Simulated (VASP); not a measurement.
# PC (P-6m2) in VASP: further runs, part 2 of 3

VASP 6.6.1. The steps go on from the part before.

### 3 Single point, PBE

Input file INCAR:

```
PREC     = Accurate       # precision mode
ENCUT    = 600            # plane-wave cutoff, eV
EDIFF    = 1E-6           # SCF threshold, eV
ISMEAR   = 0              # smearing method
SIGMA    = 0.2            # smearing width, eV
LREAL    = False          # projectors in reciprocal space
LASPH    = True           # aspherical terms in the spheres
NELM     = 120            # most SCF steps
ALGO     = Normal         # electronic algorithm
ISIF     = 2              # what is computed and relaxed
LWAVE    = False          # write WAVECAR
LCHARG   = True           # write CHGCAR
GGA      = PE             # functional
LELF     = True           # ELF
LVHAR    = True         
NBANDS   = 12             # bands
GGA_COMPAT= False
```

Input file KPOINTS:

```
regular mesh
0
Gamma
  8 8 4
```

Input file POSCAR:

```
PC
1.0
    2.7931897838      0.0000000027      0.0000000000
   -1.3965948943      2.4189733090      0.0000000000
    0.0000000000      0.0000000000      2.6686675761
P C
1 1
Direct
    0.6666666667      0.3333333333      0.0000000000
    0.0000000000      0.0000000000      0.5000000000
```

Potentials or basis: VASP PAW PBE potentials, release 64 (P, C).

The run is started by

```console
$ cat potpaw_PBE.64/P/POTCAR potpaw_PBE.64/C/POTCAR > POTCAR
$ mpirun -np 1 vasp_std > vasp.out
```

OUTCAR:

```text
PREC = Accurate
   ENCUT = 600
   EDIFF = 1E-6
   ISMEAR = 0
   LREAL = False
   LASPH = True
   NELM = 120
   ISIF = 2
   GGA = PE

 ion  position               nearest neighbor table
   1  0.667  0.333  0.000-   2 2.09   2 2.09   2 2.09   2 2.09   2 2.09   2 2.09
   2  0.000  0.000  0.500-   1 2.09   1 2.09   1 2.09   1 2.09   1 2.09   1 2.09

  LATTYP: Found a hexagonal cell.
 ALAT       =     2.7931897838
 C/A-ratio  =     0.9554193530

  Lattice vectors:

 A1 = (   2.7931897838,   0.0000000027,   0.0000000000)
 A2 = (  -1.3965948943,   2.4189733090,   0.0000000000)
 A3 = (   0.0000000000,   0.0000000000,   2.6686675761)

Analysis of symmetry for initial positions (statically):
=====================================================================
 Subroutine PRICEL returns:
 Original cell was already a primitive cell.

 Routine SETGRP: Setting up the symmetry group for a
 hexagonal supercell.

 Subroutine GETGRP returns: Found 12 space group operations
 (whereof 12 operations were pure point group operations)
 out of a pool of 24 trial point group operations.

The static configuration has the point symmetry D_3h.

Analysis of symmetry for dynamics (positions and initial velocities):
=====================================================================
 Subroutine PRICEL returns:
 Original cell was already a primitive cell.

 Routine SETGRP: Setting up the symmetry group for a
 hexagonal supercell.

 Subroutine GETGRP returns: Found 12 space group operations
 (whereof 12 operations were pure point group operations)
 out of a pool of 24 trial point group operations.

The dynamic configuration has the point symmetry D_3h.

 Subroutine INISYM returns: Found 12 space group operations
 (whereof 12 operations are pure point group operations),
 and found     1 'primitive' translations

----------------------------------------------------------------------------------------

                                     Primitive cell

  volume of cell :      18.0313

  direct lattice vectors                    reciprocal lattice vectors
     2.793189784  0.000000003  0.000000000     0.358013625  0.206699263  0.000000000
    -1.396594894  2.418973309  0.000000000    -0.000000000  0.413398526  0.000000000
     0.000000000  0.000000000  2.668667576     0.000000000  0.000000000  0.374718833

  length of vectors
     2.793189784  2.793189784  2.668667576     0.413398526  0.413398526  0.374718833

  position of ions in fractional coordinates (direct lattice)
     0.666666667  0.333333333  0.000000000
     0.000000000  0.000000000  0.500000000

  ion indices of the primitive-cell ions
   primitive index   ion index
                 1           1
                 2           2

----------------------------------------------------------------------------------------

 KPOINTS: regular mesh

Automatic generation of k-mesh.
 Grid dimensions read from file:
 generate k-points for:    8    8    4

 Generating k-lattice:

  Cartesian coordinates                     Fractional coordinates (reciprocal lattice)
     0.044751703  0.025837408  0.000000000     0.125000000  0.000000000  0.000000000
    -0.000000000  0.051674816  0.000000000     0.000000000  0.125000000  0.000000000
     0.000000000  0.000000000  0.093679708     0.000000000  0.000000000  0.250000000

  Length of vectors
     0.051674816  0.051674816  0.093679708

  Shift w.r.t. Gamma in fractional coordinates (k-lattice)
     0.000000000  0.000000000  0.000000000

 Subroutine IBZKPT returns following result:
 ===========================================

 Found     30 irreducible k-points:

 Following reciprocal coordinates:
            Coordinates               Weight
  0.000000  0.000000  0.000000      1.000000
  0.125000 -0.000000  0.000000      6.000000
  0.250000 -0.000000  0.000000      6.000000
  0.375000 -0.000000  0.000000      6.000000
  0.500000 -0.000000  0.000000      3.000000
  0.125000  0.125000  0.000000      6.000000
[... 16 lines left out ...]
  0.250000 -0.000000  0.500000      6.000000
  0.375000 -0.000000  0.500000      6.000000
 [... further k-points ...]
   k-points           NKPTS =     30   k-points in BZ     NKDIM =     30   number of bands    NBANDS=     12
   number of dos      NEDOS =    301   number of ions     NIONS =      2
   total plane-waves  NPLWV =  13824
   dimension x,y,z NGX =    24 NGY =   24 NGZ =   24
   dimension x,y,z NGXF=    48 NGYF=   48 NGZF=   48
   ions per type =               1   1
   NGX,Y,Z   is equivalent  to a cutoff of  14.28, 14.28, 14.95 a.u.
   NGXF,Y,Z  is equivalent  to a cutoff of  28.57, 28.57, 29.90 a.u.
 SYSTEM =  unknown system
   PREC   = accura    normal or accurate (medium, high low for compatibility)
   ISTART =      0    job   : 0-new  1-cont  2-samecut
   ICHARG =      2    charge: 1-file 2-atom 10-const
   ISPIN  =      1    spin polarized calculation?
   LNONCOLLINEAR =      F non collinear calculations
   LSORBIT =      F    spin-orbit coupling
   LASPH  =      T    aspherical Exc in radial PAW
   ENCUT  =  600.0 eV  44.10 Ry    6.64 a.u.   5.58  5.58  5.33*2*pi/ulx,y,z
   NELM   =    120;   NELMIN=  2; NELMDL= -5     # of ELM steps
   EDIFF  = 0.1E-05   stopping-criterion for ELM
   LREAL  =      F    real-space projection
   EDIFFG = 0.1E-04   stopping-criterion for IOM
   NSW    =      0    number of steps for IOM
   IBRION =     -1    ionic relax: 0-MD 1-quasi-New 2-CG
   NFREE  =      0    steps in history (QN), initial steepest desc. (CG)
   ISIF   =      2    stress and relaxation
   ISYM   =      2    0-nonsym 1-usesym 2-fastsym
   POTIM  = 0.5000    time-step for ionic-motion
   TEBEG  =    0.0;   TEEND  =   0.0 temperature during run
   PSTRESS=    0.0 pullay stress
   NELECT =       9.0000    total number of electrons
   NUPDOWN=      -1.0000    fix difference up-down
   EMIN   =  10.00;   EMAX   =-10.00  energy-range for DOS
   EFERMI =   0.00;   METHOD = LEGACY
   ISMEAR =     0;   SIGMA  =   0.20  broadening in eV -4-tet -1-fermi 0-gaus
   EFERMI_NEDOS =   21; number of points for ismear=-14 and -15
   IALGO  =     38    algorithm
   IMIX   =      4    mixing-type and parameters
     AMIX     =   0.40;   BMIX     =  1.00
     AMIX_MAG =   1.60;   BMIX_MAG =  1.00
  volume/ion in A,a.u.               =       9.02        60.84
  Fermi-wavevector in a.u.,A,eV,Ry     =   1.298615  2.454026 22.944869  1.686400
  Thomas-Fermi vector in A             =   2.429932
   LORBIT       =      0    0 simple, 1 ext, 2 COOP (PROOUT), +10 PAW based schemes
   GGA     = PE    functional components
   LHFCALC =     F    Hartree Fock is set to
   AEXX    =    0.0000 exact exchange contribution
   IVDW    =     0    specifies the selected vdW correction
   LEPSILON=     F    determine dielectric tensor
   LRPA    =     F    only Hartree local field effects (RPA)
 non-spin polarized calculation
 Gauss-broadening in eV      SIGMA  =   0.20
  energy-cutoff  :      600.00
  volume of cell :       18.03
 maximum number of plane-waves:       613
 NGX is ok and might be reduce to    24
   NGX = 11   NGY = 11   NGZ = 11

 number of electron       8.9999999 magnetization

 Free energy of the ion-electron system (eV)
  ---------------------------------------------------
  ext. energy  EPLUGINS =         0.00000000
  ---------------------------------------------------
  free energy    TOTEN  =       -11.38613820 eV

  energy without entropy =      -11.37711255  energy(sigma->0) =      -11.38162538

 E-fermi :  11.3041     XC(G=0): -12.6035

 val. band max:       11.1614365223   @ k =   0.1250   0.1250   0.5000
 cond. band min:      11.3625431516   @ k =   0.2500  -0.0000   0.5000
 fundamental gap:      0.2011066293
 Fermi energy:        11.3041389536

 k-point     1 :       0.0000    0.0000    0.0000
  band No.  band energies     occupation
      1      -7.8575      2.00000
      2       8.0964      2.00000
      3      10.1733      2.00000
      4      10.1733      2.00000
      5      11.9703      0.00000
      6      16.1114      0.00000
      7      16.1114      0.00000
      8      16.8417      0.00000
      9      23.1463      0.00000
     10      24.6046      0.00000
     11      27.9303      0.00000
     12      27.9303      0.00000
[... 331 lines left out ...]
 k-point    24 :       0.3750   -0.0000    0.5000
  band No.  band energies     occupation
      1      -0.3220      2.00000
      2      -0.1057      2.00000
      3       5.1314      2.00000
      4       6.0139      2.00000
      5      10.7207      1.99996
      6      13.4905      0.00000
      7      15.9116      0.00000
      8      17.5201      0.00000
      9      26.8045      0.00000
     10      27.6218      0.00000
     11      30.5164      0.00000
     12      30.6642      0.00000

 [... further k-points ...]
[... 5 lines left out ...]
  --------------------------------------------------------------------------------------
  -------------------------------------------------------------------------------------
  Total       -0.0787704     -0.0787704     -0.0373523      0.0000000      0.0000000      0.0000000
  in kB       -6.9991841     -6.9991841     -3.3189608      0.0000000      0.0000000      0.0000000
  external PRESSURE =      -5.7724430 kB  Pullay stress =       0.0000000 kB

 VOLUME and BASIS-vectors are now :
 -----------------------------------------------------------------------------
  energy-cutoff  :      600.00
  volume of cell :       18.03
      direct lattice vectors                 reciprocal lattice vectors
     2.793189784  0.000000003  0.000000000     0.358013625  0.206699263  0.000000000
    -1.396594894  2.418973309  0.000000000    -0.000000000  0.413398526  0.000000000
     0.000000000  0.000000000  2.668667576     0.000000000  0.000000000  0.374718833

 POSITION                                       TOTAL-FORCE (eV/Angst)
 -----------------------------------------------------------------------------------
      1.39659      0.80632      0.00000        -0.000000     -0.000000      0.000000
      0.00000      0.00000      1.33433         0.000000      0.000000      0.000000
 -----------------------------------------------------------------------------------
    total drift:                               -0.000000      0.000000     -0.000000

  FREE ENERGIE OF THE ION-ELECTRON SYSTEM (eV)
  ---------------------------------------------------
  free  energy   TOTEN  =       -11.3861382028 eV

  energy  without entropy=      -11.3771125481  energy(sigma->0) =      -11.38162538
```

It took 2.7 s on 1 thread of Intel Xeon 6975P-C (Granite Rapids), shared host; peak memory 0.13 GiB.

Results:

```
Free energy : -11.3861 eV
Pressure    : -0.6 GPa
```

Stress tensor (GPa, compression positive):
```
-0.70  0.00  0.00
 0.00 -0.70  0.00
 0.00  0.00 -0.33
```

Caveat: the k points lie up to 0.59 Å⁻¹ apart.

(Continued in part 3 of 3.)
